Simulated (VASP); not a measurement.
# W in VASP: notebook, part 2 of 2

VASP 6.6.1. Earlier steps stand in the parts before.

### Step 3. Single point, r2SCAN (strain -0.025 along x and y, -0.025 along z)

POSCAR reads:

```
W
1.0
   -1.5573675000      1.5573675000      1.5573675000
    1.5573675000     -1.5573675000      1.5573675000
    1.5573675000      1.5573675000     -1.5573675000
W
1
Direct
    0.0000000000      0.0000000000      0.0000000000
```

INCAR.step1 reads:

```
PREC = Accurate
ENCUT = 520
ISMEAR = 0
SIGMA = 0.15
LREAL = False
LASPH = True
NELM = 80
NBANDS = 13
GGA = PE
ALGO = Normal
EDIFF = 1E-4
LWAVE = True
LCHARG = False
```

INCAR.step2 reads:

```
PREC = Accurate
ENCUT = 520
EDIFF = 1E-7
ISMEAR = 0
SIGMA = 0.15
LREAL = False
LASPH = True
NELM = 80
ALGO = Normal
ISIF = 2
LWAVE = False
LCHARG = False
METAGGA = R2SCAN
LMIXTAU = True
NBANDS = 13
ISTART = 1
```

KPOINTS reads:

```
Automatic mesh
0
Gamma
  20 20 20
```

Potentials or basis: VASP PAW PBE potentials, release 64 (W_sv).

Started as:

```bash
cat potpaw_PBE.64/W_sv/POTCAR > POTCAR
cp INCAR.step1 INCAR
mpirun -np 1 vasp_std > vasp.out
cp INCAR.step2 INCAR
mpirun -np 1 vasp_std > vasp.out
```

OUTCAR:

```text
PREC = Accurate
   ENCUT = 520
   EDIFF = 1E-7
   ISMEAR = 0
   LREAL = False
   LASPH = True
   NELM = 80
   ISIF = 2
   METAGGA = R2SCAN
   ISTART = 1

 ion  position               nearest neighbor table
   1  0.000  0.000  0.000-

  LATTYP: Found a body centered cubic cell.
 ALAT       =     3.1147350000

  Lattice vectors:

 A1 = (  -1.5573675000,   1.5573675000,   1.5573675000)
 A2 = (   1.5573675000,  -1.5573675000,   1.5573675000)
 A3 = (   1.5573675000,   1.5573675000,  -1.5573675000)

Analysis of symmetry for initial positions (statically):
=====================================================================
 Subroutine PRICEL returns:
 Original cell was already a primitive cell.

 Routine SETGRP: Setting up the symmetry group for a
 body centered cubic supercell.

 Subroutine GETGRP returns: Found 48 space group operations
 (whereof 48 operations were pure point group operations)
 out of a pool of 48 trial point group operations.

The static configuration has the point symmetry O_h .

Analysis of symmetry for dynamics (positions and initial velocities):
=====================================================================
 Subroutine PRICEL returns:
 Original cell was already a primitive cell.

 Routine SETGRP: Setting up the symmetry group for a
 body centered cubic supercell.

 Subroutine GETGRP returns: Found 48 space group operations
 (whereof 48 operations were pure point group operations)
 out of a pool of 48 trial point group operations.

The dynamic configuration has the point symmetry O_h .

 Subroutine INISYM returns: Found 48 space group operations
 (whereof 48 operations are pure point group operations),
 and found     1 'primitive' translations

----------------------------------------------------------------------------------------

                                     Primitive cell

  volume of cell :      15.1089

  direct lattice vectors                    reciprocal lattice vectors
    -1.557367500  1.557367500  1.557367500     0.000000000  0.321054600  0.321054600
     1.557367500 -1.557367500  1.557367500     0.321054600  0.000000000  0.321054600
     1.557367500  1.557367500 -1.557367500     0.321054600  0.321054600  0.000000000

  length of vectors
     2.697439636  2.697439636  2.697439636     0.454039770  0.454039770  0.454039770

  position of ions in fractional coordinates (direct lattice)
     0.000000000  0.000000000  0.000000000

  ion indices of the primitive-cell ions
   primitive index   ion index
                 1           1

----------------------------------------------------------------------------------------

 KPOINTS: Automatic mesh

Automatic generation of k-mesh.
 Grid dimensions read from file:
 generate k-points for:   20   20   20

 Generating k-lattice:

  Cartesian coordinates                     Fractional coordinates (reciprocal lattice)
     0.000000000  0.016052730  0.016052730     0.050000000  0.000000000  0.000000000
     0.016052730  0.000000000  0.016052730     0.000000000  0.050000000  0.000000000
     0.016052730  0.016052730  0.000000000     0.000000000  0.000000000  0.050000000

  Length of vectors
     0.022701988  0.022701988  0.022701988

  Shift w.r.t. Gamma in fractional coordinates (k-lattice)
     0.000000000  0.000000000  0.000000000

 Subroutine IBZKPT returns following result:
 ===========================================

 Found    256 irreducible k-points:

 Following reciprocal coordinates:
            Coordinates               Weight
  0.000000  0.000000  0.000000      1.000000
  0.050000  0.000000  0.000000     12.000000
  0.100000  0.000000  0.000000     12.000000
  0.150000  0.000000  0.000000     12.000000
  0.200000  0.000000  0.000000     12.000000
  0.250000  0.000000  0.000000     12.000000
[... 16 lines left out ...]
  0.200000  0.100000  0.000000     48.000000
  0.250000  0.100000  0.000000     48.000000
 [... further k-points ...]
   k-points           NKPTS =    256   k-points in BZ     NKDIM =    256   number of bands    NBANDS=     13
   number of dos      NEDOS =    301   number of ions     NIONS =      1
   total plane-waves  NPLWV =   8000
   dimension x,y,z NGX =    20 NGY =   20 NGZ =   20
   dimension x,y,z NGXF=    40 NGYF=   40 NGZF=   40
   ions per type =               1
   NGX,Y,Z   is equivalent  to a cutoff of  12.33, 12.33, 12.33 a.u.
   NGXF,Y,Z  is equivalent  to a cutoff of  24.65, 24.65, 24.65 a.u.
 SYSTEM =  unknown system
   PREC   = accura    normal or accurate (medium, high low for compatibility)
   ISTART =      1    job   : 0-new  1-cont  2-samecut
   ICHARG =      0    charge: 1-file 2-atom 10-const
   ISPIN  =      1    spin polarized calculation?
   LNONCOLLINEAR =      F non collinear calculations
   LSORBIT =      F    spin-orbit coupling
   LASPH  =      T    aspherical Exc in radial PAW
   ENCUT  =  520.0 eV  38.22 Ry    6.18 a.u.   5.02  5.02  5.02*2*pi/ulx,y,z
   NELM   =     80;   NELMIN=  2; NELMDL=  0     # of ELM steps
   EDIFF  = 0.1E-06   stopping-criterion for ELM
   LREAL  =      F    real-space projection
   EDIFFG = 0.1E-05   stopping-criterion for IOM
   NSW    =      0    number of steps for IOM
   IBRION =     -1    ionic relax: 0-MD 1-quasi-New 2-CG
   NFREE  =      0    steps in history (QN), initial steepest desc. (CG)
   ISIF   =      2    stress and relaxation
   ISYM   =      2    0-nonsym 1-usesym 2-fastsym
   POTIM  = 0.5000    time-step for ionic-motion
   TEBEG  =    0.0;   TEEND  =   0.0 temperature during run
   PSTRESS=    0.0 pullay stress
   NELECT =      14.0000    total number of electrons
   NUPDOWN=      -1.0000    fix difference up-down
   EMIN   =  10.00;   EMAX   =-10.00  energy-range for DOS
   EFERMI =   0.00;   METHOD = LEGACY
   ISMEAR =     0;   SIGMA  =   0.15  broadening in eV -4-tet -1-fermi 0-gaus
   EFERMI_NEDOS =   21; number of points for ismear=-14 and -15
   IALGO  =     38    algorithm
   IMIX   =      4    mixing-type and parameters
     AMIX     =   0.40;   BMIX     =  1.00
     AMIX_MAG =   1.60;   BMIX_MAG =  1.00
  volume/ion in A,a.u.               =      15.11       101.96
  Fermi-wavevector in a.u.,A,eV,Ry     =   1.596025  3.016050 34.658071  2.547296
  Thomas-Fermi vector in A             =   2.693852
   LORBIT       =      0    0 simple, 1 ext, 2 COOP (PROOUT), +10 PAW based schemes
   METAGGA = R2SCAN    functional components
   LHFCALC =     F    Hartree Fock is set to
   AEXX    =    0.0000 exact exchange contribution
   IVDW    =     0    specifies the selected vdW correction
   LEPSILON=     F    determine dielectric tensor
   LRPA    =     F    only Hartree local field effects (RPA)
 non-spin polarized calculation
 Gauss-broadening in eV      SIGMA  =   0.15
  energy-cutoff  :      520.00
  volume of cell :       15.11
 maximum number of plane-waves:       420
   NGX =  9   NGY =  9   NGZ =  9

 number of electron      14.0000002 magnetization

 Free energy of the ion-electron system (eV)
  ---------------------------------------------------
  ext. energy  EPLUGINS =         0.00000000
  ---------------------------------------------------
  free energy    TOTEN  =       -51.30684232 eV

  energy without entropy =      -51.30355572  energy(sigma->0) =      -51.30519902

 E-fermi :  12.0647     XC(G=0): -15.2751

 val. band max:       12.0617286998   @ k =  -0.2000   0.3000   0.1000
 cond. band min:      12.0704718301   @ k =  -0.1500   0.2000   0.1000
 fundamental gap:      0.0087431303
 Fermi energy:        12.0646689495

 k-point     1 :       0.0000    0.0000    0.0000
  band No.  band energies     occupation
      1     -64.0640      2.00000
      2     -26.8393      2.00000
      3     -26.8393      2.00000
      4     -26.8393      2.00000
      5       1.6016      2.00000
      6      10.6283      2.00000
      7      10.6283      2.00000
      8      10.6283      2.00000
      9      14.6643      0.00000
     10      14.6643      0.00000
     11      27.3609      0.00000
     12      27.3609      0.00000
     13      27.3609      0.00000
[... 353 lines left out ...]
 k-point    24 :       0.2500    0.1000    0.0000
  band No.  band energies     occupation
      1     -63.9349      2.00000
      2     -27.9354      2.00000
      3     -27.1983      2.00000
      4     -26.9029      2.00000
      5       5.1741      2.00000
      6       8.7897      2.00000
      7       9.6488      2.00000
      8      13.7663      0.00000
      9      15.3322      0.00000
     10      15.5214      0.00000
     11      27.0541      0.00000
     12      28.8513      0.00000
     13      33.1026      0.00000

 [... further k-points ...]
[... 5 lines left out ...]
  --------------------------------------------------------------------------------------
  -------------------------------------------------------------------------------------
  Total        1.8735893      1.8735893      1.8735893     -0.0000000     -0.0000000      0.0000000
  in kB      198.6788644    198.6788644    198.6788644     -0.0000000     -0.0000000      0.0000000
  external PRESSURE =     198.6788644 kB  Pullay stress =       0.0000000 kB

 VOLUME and BASIS-vectors are now :
 -----------------------------------------------------------------------------
  energy-cutoff  :      520.00
  volume of cell :       15.11
      direct lattice vectors                 reciprocal lattice vectors
    -1.557367500  1.557367500  1.557367500     0.000000000  0.321054600  0.321054600
     1.557367500 -1.557367500  1.557367500     0.321054600  0.000000000  0.321054600
     1.557367500  1.557367500 -1.557367500     0.321054600  0.321054600  0.000000000

 POSITION                                       TOTAL-FORCE (eV/Angst)
 -----------------------------------------------------------------------------------
      0.00000      0.00000      0.00000        -0.000000     -0.000000     -0.000000
 -----------------------------------------------------------------------------------
    total drift:                                0.000000     -0.000000      0.000000

  FREE ENERGIE OF THE ION-ELECTRON SYSTEM (eV)
  ---------------------------------------------------
  free  energy   TOTEN  =       -51.3068423156 eV

  energy  without entropy=      -51.3035557163  energy(sigma->0) =      -51.30519902
```

OUTCAR.step1:

```text
PREC = Accurate
   ENCUT = 520
   ISMEAR = 0
   LREAL = False
   LASPH = True
   NELM = 80
[... 598 lines left out ...]

 POSITION                                       TOTAL-FORCE (eV/Angst)
 -----------------------------------------------------------------------------------
      0.00000      0.00000      0.00000        -0.000000     -0.000000      0.000000
 -----------------------------------------------------------------------------------
    total drift:                                0.000000     -0.000000      0.000000

  FREE ENERGIE OF THE ION-ELECTRON SYSTEM (eV)
  ---------------------------------------------------
  free  energy   TOTEN  =       -12.8865717866 eV

  energy  without entropy=      -12.8828368939  energy(sigma->0) =      -12.88470434
```

Run time: 2 min. Hardware: 1 thread of Intel Xeon Platinum 8375C at 2.90GHz (Ice Lake), shared host; peak memory 0.16 GiB.

What came out:

```yaml
Free_energy: -51.3068 eV
Pressure: 19.9 GPa
Band_gap_on_the_k_mesh: zero (bands 7 and 8 overlap by 7.07 eV)
```

Levels at points of the mesh, in eV from the Fermi level:
| k point | band 3 | band 4 | band 5 | band 6 | band 7 | band 8 | band 9 | band 10 | band 11 | band 12 |
| --- | --- | --- | --- | --- | --- | --- | --- | --- | --- | --- |
| (0.00, 0.00, 0.00) | -38.90 | -38.90 | -10.46 | -1.44 | -1.44 | -1.44 | 2.60 | 2.60 | 15.30 | 15.30 |
| (0.50, 0.00, 0.00) | -39.42 | -38.92 | -6.96 | -4.07 | 0.65 | 2.48 | 3.59 | 6.72 | 12.13 | 12.42 |
| (0.50, 0.50, 0.50) | -40.01 | -40.01 | -6.51 | -6.51 | 5.63 | 5.63 | 5.63 | 8.90 | 8.90 | 8.90 |

Caveat: the cell differs from its parent crystal (strain -0.025 along x and y, -0.025 along z); the cell stands under pressure; the PAW data sets were made with another functional, which shifts forces and pressure a little; spin-orbit coupling is left out, which moves the levels of the heavy elements.

### Step 4. Single point, r2SCAN (strain +0.025 along x and y, +0.025 along z)

POSCAR reads:

```
W
1.0
   -1.6372325000      1.6372325000      1.6372325000
    1.6372325000     -1.6372325000      1.6372325000
    1.6372325000      1.6372325000     -1.6372325000
W
1
Direct
    0.0000000000      0.0000000000      0.0000000000
```

INCAR.step1 reads:

```
PREC = Accurate
ENCUT = 520
ISMEAR = 0
SIGMA = 0.15
LREAL = F
LASPH = T
NELM = 80
NBANDS = 13
GGA = PE
ALGO = Normal
EDIFF = 1E-4
LWAVE = T
LCHARG = F
```

INCAR.step2 reads:

```
PREC = Accurate
ENCUT = 520
EDIFF = 1E-6
ISMEAR = 0
SIGMA = 0.15
LREAL = F
LASPH = T
NELM = 80
ALGO = Normal
ISIF = 2
LWAVE = F
LCHARG = F
METAGGA = R2SCAN
LMIXTAU = T
NBANDS = 13
ISTART = 1
```

KPOINTS reads:

```
regular mesh
0
Gamma
  20 20 20
```

Started as:

```bash
cat potpaw_PBE.64/W_sv/POTCAR > POTCAR
cp INCAR.step1 INCAR
mpirun -np 1 vasp_std > vasp.out
cp INCAR.step2 INCAR
mpirun -np 1 vasp_std > vasp.out
```

It took 2.1 min on 1 thread of Intel Xeon Platinum 8375C at 2.90GHz (Ice Lake), shared host; peak memory 0.18 GiB.

It converged, with:

* Free energy: -51.2249 eV
* Pressure: -24.9 GPa
* Band gap on the k mesh: zero (bands 7 and 8 overlap by 5.74 eV)

Levels at points of the mesh, in eV from the Fermi level:
| k point | band 4 | band 5 | band 6 | band 7 | band 8 | band 9 | band 10 | band 11 |
| --- | --- | --- | --- | --- | --- | --- | --- | --- |
| (0.00, 0.00, 0.00) | -39.30 | -9.58 | -1.16 | -1.16 | -1.16 | 2.29 | 2.29 | 14.99 |
| (0.50, 0.00, 0.00) | -39.30 | -5.94 | -3.31 | 0.19 | 2.07 | 3.00 | 5.42 | 10.01 |
| (0.50, 0.50, 0.50) | -39.99 | -5.23 | -5.23 | 4.58 | 4.58 | 4.58 | 7.71 | 7.71 |

Caveat: the cell differs from its parent crystal (strain +0.025 along x and y, +0.025 along z); the cell stands under tension; the PAW data sets were made with another functional, which shifts forces and pressure a little; spin-orbit coupling is left out, which moves the levels of the heavy elements.

### Step 5. Single point, r2SCAN (strain +0.050 along x and y, +0.050 along z)

POSCAR reads:

```
W
1.0
   -1.6771650000      1.6771650000      1.6771650000
    1.6771650000     -1.6771650000      1.6771650000
    1.6771650000      1.6771650000     -1.6771650000
W
1
Direct
    0.0000000000      0.0000000000      0.0000000000
```

INCAR.step1 reads:

```
SYSTEM = W
ALGO = Normal
EDIFF = 1E-4
ENCUT = 520
GGA = PE
ISMEAR = 0
LASPH = .TRUE.
LCHARG = .FALSE.
LREAL = .FALSE.
LWAVE = .TRUE.
NBANDS = 13
NELM = 100
PREC = Accurate
SIGMA = 0.15
```

INCAR.step2 reads:

```
SYSTEM = W
ALGO = Normal
EDIFF = 1E-7
ENCUT = 520
ISIF = 2
ISMEAR = 0
ISTART = 1
LASPH = .TRUE.
LCHARG = .FALSE.
LMIXTAU = .TRUE.
LREAL = .FALSE.
LWAVE = .FALSE.
METAGGA = R2SCAN
NBANDS = 13
NELM = 100
PREC = Accurate
SIGMA = 0.15
```

KPOINTS reads:

```
k-points
0
G
  20 20 20
  0 0 0
```

Started as:

```bash
cat potpaw_PBE.64/W_sv/POTCAR > POTCAR
cp INCAR.step1 INCAR
mpirun -np 1 vasp_std > vasp.out
cp INCAR.step2 INCAR
mpirun -np 1 vasp_std > vasp.out
```

It took 2.4 min on 1 thread of Intel Xeon Platinum 8375C at 2.90GHz (Ice Lake), shared host; peak memory 0.19 GiB.

It converged, with:

```
Free energy            : -50.9646 eV
Pressure               : -37.7 GPa
Band gap on the k mesh : zero (bands 7 and 8 overlap by 5.18 eV)
```

Levels at points of the mesh, in eV from the Fermi level:
| k point | band 3 | band 4 | band 5 | band 6 | band 7 | band 8 | band 9 | band 10 | band 11 | band 12 |
| --- | --- | --- | --- | --- | --- | --- | --- | --- | --- | --- |
| (0.00, 0.00, 0.00) | -39.47 | -39.47 | -9.14 | -1.06 | -1.06 | -1.06 | 2.14 | 2.14 | 14.81 | 14.81 |
| (0.50, 0.00, 0.00) | -39.73 | -39.47 | -5.49 | -3.00 | 0.06 | 1.89 | 2.74 | 4.86 | 9.00 | 11.59 |
| (0.50, 0.50, 0.50) | -40.02 | -40.02 | -4.70 | -4.70 | 4.12 | 4.12 | 4.12 | 7.23 | 7.23 | 7.23 |

Caveat: the cell differs from its parent crystal (strain +0.050 along x and y, +0.050 along z); the cell stands under tension; the PAW data sets were made with another functional, which shifts forces and pressure a little; spin-orbit coupling is left out, which moves the levels of the heavy elements.

### Step 6. Single point, r2SCAN (strain -0.050 along x and y, -0.025 along z)

POSCAR reads:

```
W
1.0
   -1.5174350000      1.5174350000      1.5573675000
    1.5174350000     -1.5174350000      1.5573675000
    1.5174350000      1.5174350000     -1.5573675000
W
1
Direct
    0.0000000000      0.0000000000      0.0000000000
```

INCAR.step1 reads:

```
SYSTEM = W
PREC     = Accurate       ! precision mode
ENCUT    = 520            ! plane-wave cutoff, eV
ISMEAR   = 0              ! smearing method
SIGMA    = 0.15           ! smearing width, eV
LREAL    = .FALSE.        ! projectors in reciprocal space
LASPH    = .TRUE.         ! aspherical terms in the spheres
NELM     = 60             ! most SCF steps
NBANDS   = 13             ! bands
GGA      = PE             ! functional
ALGO     = Normal         ! electronic algorithm
EDIFF    = 1E-4           ! SCF threshold, eV
LWAVE    = .TRUE.         ! write WAVECAR
LCHARG   = .FALSE.        ! write CHGCAR
```

INCAR.step2 reads:

```
SYSTEM = W
PREC     = Accurate       ! precision mode
ENCUT    = 520            ! plane-wave cutoff, eV
EDIFF    = 1E-7           ! SCF threshold, eV
ISMEAR   = 0              ! smearing method
SIGMA    = 0.15           ! smearing width, eV
LREAL    = .FALSE.        ! projectors in reciprocal space
LASPH    = .TRUE.         ! aspherical terms in the spheres
NELM     = 60             ! most SCF steps
ALGO     = Normal         ! electronic algorithm
ISIF     = 2              ! what is computed and relaxed
LWAVE    = .FALSE.        ! write WAVECAR
LCHARG   = .FALSE.        ! write CHGCAR
METAGGA  = R2SCAN         ! meta-GGA
LMIXTAU  = .TRUE.       
NBANDS   = 13             ! bands
ISTART   = 1
```

KPOINTS reads:

```
regular mesh
0
G
  20 20 20
  0 0 0
```

Potentials or basis: VASP PAW PBE potentials, release 64 (W_sv).

Started as:

```bash
cat potpaw_PBE.64/W_sv/POTCAR > POTCAR
cp INCAR.step1 INCAR
mpirun -np 1 vasp_std > vasp.out
cp INCAR.step2 INCAR
mpirun -np 1 vasp_std > vasp.out
```

Run time: 4.8 min. Hardware: 1 thread of Intel Xeon Platinum 8375C at 2.90GHz (Ice Lake), shared host; peak memory 0.22 GiB.

The run converged. Its results:

```yaml
Free_energy: -51.1494 eV
Pressure: 43.0 GPa
Band_gap_on_the_k_mesh: zero (bands 7 and 8 overlap by 7.27 eV)
```

Stress tensor (GPa, compression positive):
```
46.92  0.00  0.00
 0.00 46.92  0.00
 0.00  0.00 35.16
```

Levels at points of the mesh, in eV from the Fermi level:
| k point | band 3 | band 4 | band 5 | band 6 | band 7 | band 8 | band 9 | band 10 | band 11 | band 12 |
| --- | --- | --- | --- | --- | --- | --- | --- | --- | --- | --- |
| (0.00, 0.00, 0.00) | -38.74 | -38.74 | -10.74 | -1.66 | -1.66 | -1.25 | 2.43 | 2.99 | 15.03 | 15.60 |
| (0.50, 0.00, 0.00) | -39.32 | -38.75 | -7.34 | -4.21 | 0.82 | 2.39 | 3.79 | 7.20 | 12.29 | 13.29 |
| (0.50, 0.50, 0.00) | -39.37 | -38.78 | -7.35 | -4.63 | 1.07 | 3.01 | 4.00 | 7.30 | 12.22 | 13.55 |
| (0.50, 0.50, 0.50) | -40.00 | -40.00 | -7.04 | -6.96 | 5.97 | 6.09 | 6.09 | 8.89 | 9.65 | 9.65 |

Caveat: the cell differs from its parent crystal (strain -0.050 along x and y, -0.025 along z); the cell stands under pressure; the PAW data sets were made with another functional, which shifts forces and pressure a little; spin-orbit coupling is left out, which moves the levels of the heavy elements.

### Step 7. Overview

```csv
cell,gap on the mesh (eV),pressure (GPa)
"a = 2.628 Å, angles 109.5°, 1 atom",none,56.2
"a = 2.697 Å, angles 109.5°, 1 atom",none,19.9
"a = 2.836 Å, angles 109.5°, 1 atom",none,-24.9
"a = 2.905 Å, angles 109.5°, 1 atom",none,-37.7
"a = 2.652 Å, angles 110.2, 110.2, 108.1°, 1 atom",none,43.0
```

Alike in all rows: task single point; level r2SCAN; potentials or basis VASP PAW PBE potentials, release 64 (W_sv); no spin polarisation; k mesh 20 × 20 × 20; cutoff (eV) 520; smearing gaussian 0.15 eV.

Caveats: the PAW data sets were made with another functional, which shifts forces and pressure a little; spin-orbit coupling is left out, which moves the levels of the heavy elements; the cell stands under pressure (at least some runs); the cell stands under tension (at least some runs).

Total energies depend on the potentials used, so only differences within one code and one set of settings carry meaning.
